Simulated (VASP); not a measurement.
# CdS (Hawleyite) (F-43m) in VASP: notebook

The runs below take CdS (Hawleyite) through single point, with r2SCAN.

Program: VASP 6.6.1. These are calculated values, not measurements. Logs are shortened: lines on timing, memory, paths and dates and some standing lists are left out, and cuts for length are marked.

## (1) The cell of the first run

The structure is cubic, space group F-43m (No. 216). The conventional cell has a = 5.880 Å, b = 5.880 Å, c = 5.880 Å, α = 90.00°, β = 90.00°, γ = 90.00°. Within 3.4 Å of Cd (site symmetry -43m) lie 4 S at 2.55 Å. S (site symmetry -43m) has 4 Cd at 2.55 Å within 3.4 Å.

## (2) Single point, r2SCAN

The input, POSCAR:

```
CdS
1.0
    0.0000000000      2.9399046300      2.9399046300
    2.9399046300      0.0000000000      2.9399046300
    2.9399046300      2.9399046300      0.0000000000
Cd S
1 1
Direct
    0.0000000000      0.0000000000      0.0000000000
    0.2500000000      0.2500000000      0.2500000000
```

The input, INCAR.step1:

```
PREC = Accurate
ENCUT = 520
ISMEAR = -1
SIGMA = 0.02
LREAL = False
LASPH = True
NELM = 60
NBANDS = 16
GGA = PE
ALGO = Normal
EDIFF = 1E-4
LWAVE = True
LCHARG = False
```

The input, INCAR.step2:

```
PREC = Accurate
ENCUT = 520
EDIFF = 1E-6
ISMEAR = -1
SIGMA = 0.02
LREAL = False
LASPH = True
NELM = 60
ALGO = Normal
ISIF = 2
LWAVE = False
LCHARG = True
METAGGA = R2SCAN
LMIXTAU = True
LELF = True
LVHAR = True
NBANDS = 16
ISTART = 1
```

The input, KPOINTS:

```
Automatic mesh
0
Gamma
  8 8 8
```

Potentials or basis: VASP PAW PBE potentials, release 64 (Cd, S).

Launch:

```
cat potpaw_PBE.64/Cd/POTCAR potpaw_PBE.64/S/POTCAR > POTCAR
cp INCAR.step1 INCAR
mpirun -np 1 vasp_std > vasp.out
cp INCAR.step2 INCAR
mpirun -np 1 vasp_std > vasp.out
```

OUTCAR:

```text
PREC = Accurate
   ENCUT = 520
   EDIFF = 1E-6
   ISMEAR = -1
   LREAL = False
   LASPH = True
   NELM = 60
   ISIF = 2
   METAGGA = R2SCAN
   ISTART = 1

 ion  position               nearest neighbor table
   1  0.000  0.000  0.000-   2 2.55   2 2.55   2 2.55   2 2.55
   2  0.250  0.250  0.250-   1 2.55   1 2.55   1 2.55   1 2.55

  LATTYP: Found a face centered cubic cell.
 ALAT       =     5.8798092600

  Lattice vectors:

 A1 = (   0.0000000000,   2.9399046300,   2.9399046300)
 A2 = (   2.9399046300,   0.0000000000,   2.9399046300)
 A3 = (   2.9399046300,   2.9399046300,   0.0000000000)

Analysis of symmetry for initial positions (statically):
=====================================================================
 Subroutine PRICEL returns:
 Original cell was already a primitive cell.

 Routine SETGRP: Setting up the symmetry group for a
 face centered cubic supercell.

 Subroutine GETGRP returns: Found 24 space group operations
 (whereof 24 operations were pure point group operations)
 out of a pool of 48 trial point group operations.

The static configuration has the point symmetry T_d .

Analysis of symmetry for dynamics (positions and initial velocities):
=====================================================================
 Subroutine PRICEL returns:
 Original cell was already a primitive cell.

 Routine SETGRP: Setting up the symmetry group for a
 face centered cubic supercell.

 Subroutine GETGRP returns: Found 24 space group operations
 (whereof 24 operations were pure point group operations)
 out of a pool of 48 trial point group operations.

The dynamic configuration has the point symmetry T_d .

 Subroutine INISYM returns: Found 24 space group operations
 (whereof 24 operations are pure point group operations),
 and found     1 'primitive' translations

----------------------------------------------------------------------------------------

                                     Primitive cell

  volume of cell :      50.8194

  direct lattice vectors                    reciprocal lattice vectors
     0.000000000  2.939904630  2.939904630    -0.170073544  0.170073544  0.170073544
     2.939904630  0.000000000  2.939904630     0.170073544 -0.170073544  0.170073544
     2.939904630  2.939904630  0.000000000     0.170073544  0.170073544 -0.170073544

  length of vectors
     4.157653000  4.157653000  4.157653000     0.294576020  0.294576020  0.294576020

  position of ions in fractional coordinates (direct lattice)
     0.000000000  0.000000000  0.000000000
     0.250000000  0.250000000  0.250000000

  ion indices of the primitive-cell ions
   primitive index   ion index
                 1           1
                 2           2

----------------------------------------------------------------------------------------

 KPOINTS: Automatic mesh

Automatic generation of k-mesh.
 Grid dimensions read from file:
 generate k-points for:    8    8    8

 Generating k-lattice:

  Cartesian coordinates                     Fractional coordinates (reciprocal lattice)
    -0.021259193  0.021259193  0.021259193     0.125000000  0.000000000  0.000000000
     0.021259193 -0.021259193  0.021259193     0.000000000  0.125000000  0.000000000
     0.021259193  0.021259193 -0.021259193     0.000000000  0.000000000  0.125000000

  Length of vectors
     0.036822002  0.036822002  0.036822002

  Shift w.r.t. Gamma in fractional coordinates (k-lattice)
     0.000000000  0.000000000  0.000000000

 Subroutine IBZKPT returns following result:
 ===========================================

 Found     29 irreducible k-points:

 Following reciprocal coordinates:
            Coordinates               Weight
  0.000000  0.000000  0.000000      1.000000
  0.125000  0.000000  0.000000      8.000000
  0.250000  0.000000  0.000000      8.000000
  0.375000  0.000000  0.000000      8.000000
  0.500000  0.000000  0.000000      4.000000
  0.125000  0.125000  0.000000      6.000000
[... 16 lines left out ...]
  0.500000  0.250000  0.125000     48.000000
 -0.375000  0.250000  0.125000     24.000000
 [... further k-points ...]
   k-points           NKPTS =     29   k-points in BZ     NKDIM =     29   number of bands    NBANDS=     16
   number of dos      NEDOS =    301   number of ions     NIONS =      2
   total plane-waves  NPLWV =  32768
   dimension x,y,z NGX =    32 NGY =   32 NGZ =   32
   dimension x,y,z NGXF=    64 NGYF=   64 NGZF=   64
   ions per type =               1   1
   NGX,Y,Z   is equivalent  to a cutoff of  12.80, 12.80, 12.80 a.u.
   NGXF,Y,Z  is equivalent  to a cutoff of  25.59, 25.59, 25.59 a.u.
 SYSTEM =  unknown system
   PREC   = accura    normal or accurate (medium, high low for compatibility)
   ISTART =      1    job   : 0-new  1-cont  2-samecut
   ICHARG =      0    charge: 1-file 2-atom 10-const
   ISPIN  =      1    spin polarized calculation?
   LNONCOLLINEAR =      F non collinear calculations
   LSORBIT =      F    spin-orbit coupling
[... 106 lines left out ...]
  band No.  band energies     occupation
      1     -11.4737      2.00000
      2      -6.9160      2.00000
      3      -6.9160      2.00000
      4      -6.5218      2.00000
      5      -6.5218      2.00000
      6      -6.1925      2.00000
[... 8 lines left out ...]
     15      13.9740      0.00000
     16      13.9740      0.00000

 k-point     6 :       0.1250    0.1250    0.0000
  band No.  band energies     occupation
      1     -11.8013      2.00000
      2      -6.9934      2.00000
      3      -6.9934      2.00000
      4      -6.9890      2.00000
      5      -6.5721      2.00000
      6      -6.5453      2.00000
[... 8 lines left out ...]
     15      12.9319      0.00000
     16      13.9282      0.00000

 k-point     7 :       0.2500    0.1250    0.0000
  band No.  band energies     occupation
      1     -11.6858      2.00000
      2      -6.9621      2.00000
      3      -6.9416      2.00000
      4      -6.8462      2.00000
      5      -6.5742      2.00000
      6      -6.5334      2.00000
[... 8 lines left out ...]
     15      12.8081      0.00000
     16      13.9683      0.00000

 k-point     8 :       0.3750    0.1250    0.0000
  band No.  band energies     occupation
      1     -11.5425      2.00000
      2      -6.9234      2.00000
      3      -6.8975      2.00000
      4      -6.6277      2.00000
      5      -6.5196      2.00000
      6      -6.4713      2.00000
[... 8 lines left out ...]
     15      13.3773      0.00000
     16      13.4306      0.00000

 k-point     9 :       0.5000    0.1250    0.0000
  band No.  band energies     occupation
      1     -11.4560      2.00000
      2      -6.9029      2.00000
      3      -6.8830      2.00000
      4      -6.5600      2.00000
      5      -6.5185      2.00000
      6      -6.1817      2.00000
[... 8 lines left out ...]
     15      13.7617      0.00000
     16      14.0052      0.00000
[... 172 lines left out ...]
 k-point    19 :       0.5000    0.3750    0.0000
  band No.  band energies     occupation
      1     -11.3670      2.00000
      2      -6.8086      2.00000
      3      -6.7243      2.00000
      4      -6.6979      2.00000
      5      -6.4872      2.00000
      6      -6.1359      2.00000
[... 8 lines left out ...]
     15      14.1391      0.00000
     16      15.0954      0.00000

 k-point    20 :      -0.3750    0.3750    0.0000
  band No.  band energies     occupation
      1     -11.3596      2.00000
      2      -6.8321      2.00000
      3      -6.7494      2.00000
      4      -6.6431      2.00000
      5      -6.5142      2.00000
      6      -6.0051      2.00000
[... 8 lines left out ...]
     15      13.4068      0.00000
     16      15.7083      0.00000

 k-point    21 :       0.5000    0.5000    0.0000
  band No.  band energies     occupation
      1     -11.3479      2.00000
      2      -6.8041      2.00000
      3      -6.6945      2.00000
      4      -6.6944      2.00000
      5      -6.4741      2.00000
      6      -6.1264      2.00000
[... 8 lines left out ...]
     15      13.7989      0.00000
     16      14.9155      0.00000

 k-point    22 :       0.3750    0.2500    0.1250
  band No.  band energies     occupation
      1     -11.5712      2.00000
      2      -6.9137      2.00000
      3      -6.8876      2.00000
      4      -6.7142      2.00000
      5      -6.5484      2.00000
      6      -6.4989      2.00000
[... 8 lines left out ...]
     15      13.4014      0.00000
     16      15.1378      0.00000

 k-point    23 :       0.5000    0.2500    0.1250
  band No.  band energies     occupation
      1     -11.4579      2.00000
      2      -6.8762      2.00000
      3      -6.8527      2.00000
      4      -6.6183      2.00000
      5      -6.5249      2.00000
      6      -6.2730      2.00000
[... 8 lines left out ...]
     15      14.2374      0.00000
     16      14.5125      0.00000

 k-point    24 :      -0.3750    0.2500    0.1250
  band No.  band energies     occupation
      1     -11.4116      2.00000
      2      -6.8698      2.00000
      3      -6.8364      2.00000
      4      -6.5809      2.00000
      5      -6.5317      2.00000
      6      -6.0840      2.00000
[... 8 lines left out ...]
     15      13.6589      0.00000
     16      14.6044      0.00000

 [... further k-points ...]
[... 5 lines left out ...]
  --------------------------------------------------------------------------------------
  -------------------------------------------------------------------------------------
  Total        0.0763999      0.0763999      0.0763999      0.0000000      0.0000000      0.0000000
  in kB        2.4086495      2.4086495      2.4086495      0.0000000      0.0000000      0.0000000
  external PRESSURE =       2.4086495 kB  Pullay stress =       0.0000000 kB

 VOLUME and BASIS-vectors are now :
 -----------------------------------------------------------------------------
  energy-cutoff  :      520.00
  volume of cell :       50.82
      direct lattice vectors                 reciprocal lattice vectors
     0.000000000  2.939904630  2.939904630    -0.170073544  0.170073544  0.170073544
     2.939904630  0.000000000  2.939904630     0.170073544 -0.170073544  0.170073544
     2.939904630  2.939904630  0.000000000     0.170073544  0.170073544 -0.170073544

 POSITION                                       TOTAL-FORCE (eV/Angst)
 -----------------------------------------------------------------------------------
      0.00000      0.00000      0.00000         0.000000      0.000000      0.000000
      1.46995      1.46995      1.46995        -0.000000     -0.000000     -0.000000
 -----------------------------------------------------------------------------------
    total drift:                               -0.000004     -0.000004     -0.000004

  FREE ENERGIE OF THE ION-ELECTRON SYSTEM (eV)
  ---------------------------------------------------
  free  energy   TOTEN  =       -29.6860177315 eV

  energy  without entropy=      -29.6860177315  energy(sigma->0) =      -29.68601773
```

It took 68 s on 1 thread of Intel Xeon 6975P-C, shared host; peak memory 0.19 GiB.

Results:

```yaml
Free_energy: -29.6860 eV
Pressure: 0.2 GPa
Band_gap_on_the_k_mesh: 1.54 eV, direct
```

Caveat: the PAW data sets were made with another functional, which shifts forces and pressure a little. r2SCAN opens gaps a little over a GGA but as a rule still falls short of measured ones.

## (3) Single point, r2SCAN

POSCAR is that of step 2.

The input, INCAR.step1:

```
SYSTEM = CdS
PREC = Accurate
ENCUT = 520
ISMEAR = -1
SIGMA = 0.02
LREAL = .FALSE.
LASPH = .TRUE.
NELM = 100
NBANDS = 16
GGA = PE
ALGO = Normal
EDIFF = 1E-4
LWAVE = .TRUE.
LCHARG = .FALSE.
```

The input, INCAR.step2:

```
SYSTEM = CdS
PREC = Accurate
ENCUT = 520
EDIFF = 1E-7
ISMEAR = -1
SIGMA = 0.02
LREAL = .FALSE.
LASPH = .TRUE.
NELM = 100
ALGO = Normal
ISIF = 2
LWAVE = .FALSE.
LCHARG = .FALSE.
METAGGA = R2SCAN
LMIXTAU = .TRUE.
NBANDS = 16
ISTART = 1
```

The input, KPOINTS:

```
regular mesh
0
G
  8 8 8
  0 0 0
```

Potentials or basis: VASP PAW PBE potentials, release 64 (Cd, S).

Launch:

```
cat potpaw_PBE.64/Cd/POTCAR potpaw_PBE.64/S/POTCAR > POTCAR
cp INCAR.step1 INCAR
mpirun -np 1 vasp_std > vasp.out
cp INCAR.step2 INCAR
mpirun -np 1 vasp_std > vasp.out
```

Run time: 59 s. Hardware: 1 thread of Intel Xeon 6975P-C, shared host; peak memory 0.19 GiB.

The run converged. Its results:

```
Free energy            : -29.6860 eV
Pressure               : 0.2 GPa
Band gap on the k mesh : 1.54 eV, direct
```

Levels at points of the mesh, in eV from the valence-band top:
```csv
k point,band 5,band 6,band 7,band 8,band 9,band 10,band 11,band 12,band 13,band 14
"(0.00, 0.00, 0.00)",-7.40,-7.40,0.00,0.00,0.00,1.54,7.08,7.08,7.08,11.82
"(0.50, 0.00, 0.00)",-7.37,-7.04,-4.32,-0.73,-0.73,3.44,7.48,7.48,7.82,11.49
"(0.50, 0.50, 0.00)",-7.32,-6.97,-3.87,-1.84,-1.84,3.88,4.73,9.68,11.40,11.40
```

Caveat: the PAW data sets were made with another functional, which shifts forces and pressure a little. r2SCAN opens gaps a little over a GGA but as a rule still falls short of measured ones.

## (4) Single point, r2SCAN

This run uses another cell than the first one, of 25.92 Å³/atom, 1.020 times its volume.

The input, POSCAR:

```
CdS
1.0
    0.0000000000      2.9593747700      2.9593747700
    2.9593747700      0.0000000000      2.9593747700
    2.9593747700      2.9593747700      0.0000000000
Cd S
1 1
Direct
    0.0000000000      0.0000000000      0.0000000000
    0.2500000000      0.2500000000      0.2500000000
```

The input, INCAR.step1:

```
  PREC = Accurate
  ENCUT = 520
  ISMEAR = -1
  SIGMA = 0.02
  LREAL = False
  LASPH = True
  NELM = 100
  NBANDS = 16
  GGA = PE
  ALGO = Normal
  EDIFF = 1E-4
  LWAVE = True
  LCHARG = False
```

The input, INCAR.step2:

```
  PREC = Accurate
  ENCUT = 520
  EDIFF = 1E-6
  ISMEAR = -1
  SIGMA = 0.02
  LREAL = False
  LASPH = True
  NELM = 100
  ALGO = Normal
  ISIF = 2
  LWAVE = False
  LCHARG = False
  METAGGA = R2SCAN
  LMIXTAU = True
  NBANDS = 16
  ISTART = 1
```

The input, KPOINTS:

```
Automatic mesh
0
Gamma
  8 8 8
```

Launch:

```
cat potpaw_PBE.64/Cd/POTCAR potpaw_PBE.64/S/POTCAR > POTCAR
cp INCAR.step1 INCAR
mpirun -np 1 vasp_std > vasp.out
cp INCAR.step2 INCAR
mpirun -np 1 vasp_std > vasp.out
```

It took 60 s on 1 thread of Intel Xeon 6975P-C, shared host; peak memory 0.19 GiB.

It converged, with:

| Item | Value |
| --- | --- |
| Free energy | -29.6839 eV |
| Pressure | -0.9 GPa |
| Band gap on the k mesh | 1.49 eV, direct |

Levels at points of the mesh, in eV from the valence-band top:
```csv
k point,band 7,band 8,band 9,band 10,band 11,band 12
"(0.00, 0.00, 0.00)",0.00,0.00,0.00,1.49,7.08,7.08
"(0.50, 0.00, 0.00)",-4.20,-0.70,-0.70,3.40,7.48,7.48
"(0.50, 0.50, 0.00)",-3.78,-1.77,-1.77,3.91,4.70,9.59
```

Caveat: the PAW data sets were made with another functional, which shifts forces and pressure a little. r2SCAN opens gaps a little over a GGA but as a rule still falls short of measured ones.

## (5) Single point, r2SCAN

This run uses another cell than the first one, of 26.43 Å³/atom, 1.040 times its volume.

The input, POSCAR:

```
CdS
1.0
    0.0000000000      2.9785920200      2.9785920200
    2.9785920200      0.0000000000      2.9785920200
    2.9785920200      2.9785920200      0.0000000000
Cd S
1 1
Direct
    0.0000000000      0.0000000000      0.0000000000
    0.2500000000      0.2500000000      0.2500000000
```

The input, INCAR.step1:

```
PREC     = Accurate       # precision mode
ENCUT    = 520            # plane-wave cutoff, eV
ISMEAR   = -1             # smearing method
SIGMA    = 0.02           # smearing width, eV
LREAL    = F              # projectors in reciprocal space
LASPH    = T              # aspherical terms in the spheres
NELM     = 60             # most SCF steps
NBANDS   = 16             # bands
GGA      = PE             # functional
ALGO     = Normal         # electronic algorithm
EDIFF    = 1E-4           # SCF threshold, eV
LWAVE    = T              # write WAVECAR
LCHARG   = F              # write CHGCAR
```

The input, INCAR.step2:

```
PREC     = Accurate       # precision mode
ENCUT    = 520            # plane-wave cutoff, eV
EDIFF    = 1E-6           # SCF threshold, eV
ISMEAR   = -1             # smearing method
SIGMA    = 0.02           # smearing width, eV
LREAL    = F              # projectors in reciprocal space
LASPH    = T              # aspherical terms in the spheres
NELM     = 60             # most SCF steps
ALGO     = Normal         # electronic algorithm
ISIF     = 2              # what is computed and relaxed
LWAVE    = F              # write WAVECAR
LCHARG   = F              # write CHGCAR
METAGGA  = R2SCAN         # meta-GGA
LMIXTAU  = T            
NBANDS   = 16             # bands
ISTART   = 1
```

The input, KPOINTS:

```
regular mesh
0
Gamma
  8 8 8
```

Launch:

```
cat potpaw_PBE.64/Cd/POTCAR potpaw_PBE.64/S/POTCAR > POTCAR
cp INCAR.step1 INCAR
mpirun -np 1 vasp_std > vasp.out
cp INCAR.step2 INCAR
mpirun -np 1 vasp_std > vasp.out
```

It took 59 s on 1 thread of Intel Xeon 6975P-C, shared host; peak memory 0.19 GiB.

Results (log left out):

- Free energy: -29.6748 eV
- Pressure: -2.0 GPa
- Band gap on the k mesh: 1.44 eV, direct

Levels at points of the mesh, in eV from the valence-band top:
| k point | band 5 | band 6 | band 7 | band 8 | band 9 | band 10 | band 11 | band 12 | band 13 | band 14 |
| --- | --- | --- | --- | --- | --- | --- | --- | --- | --- | --- |
| (0.00, 0.00, 0.00) | -7.34 | -7.34 | 0.00 | 0.00 | 0.00 | 1.44 | 7.08 | 7.08 | 7.08 | 11.58 |
| (0.50, 0.00, 0.00) | -7.30 | -7.00 | -4.08 | -0.68 | -0.68 | 3.37 | 7.47 | 7.47 | 7.69 | 11.34 |
| (0.50, 0.50, 0.00) | -7.26 | -6.94 | -3.70 | -1.71 | -1.71 | 3.94 | 4.67 | 9.50 | 11.15 | 11.15 |

Caveat: the PAW data sets were made with another functional, which shifts forces and pressure a little.

## (6) The runs side by side

```csv
cell,gap on the mesh (eV),pressure (GPa)
"a = 4.158 Å, angles 60.0°, 2 atoms",1.54,0.2
"a = 4.185 Å, angles 60.0°, 2 atoms",1.49,-0.9
"a = 4.212 Å, angles 60.0°, 2 atoms",1.44,-2.0
```

Alike in all rows: task single point; level r2SCAN; potentials or basis VASP PAW PBE potentials, release 64 (Cd, S); no spin polarisation; k mesh 8 × 8 × 8; cutoff (eV) 520; smearing fermi-dirac 0.02 eV.

Caveats: the PAW data sets were made with another functional, which shifts forces and pressure a little.

Total energies depend on the potentials used, so only differences within one code and one set of settings carry meaning.
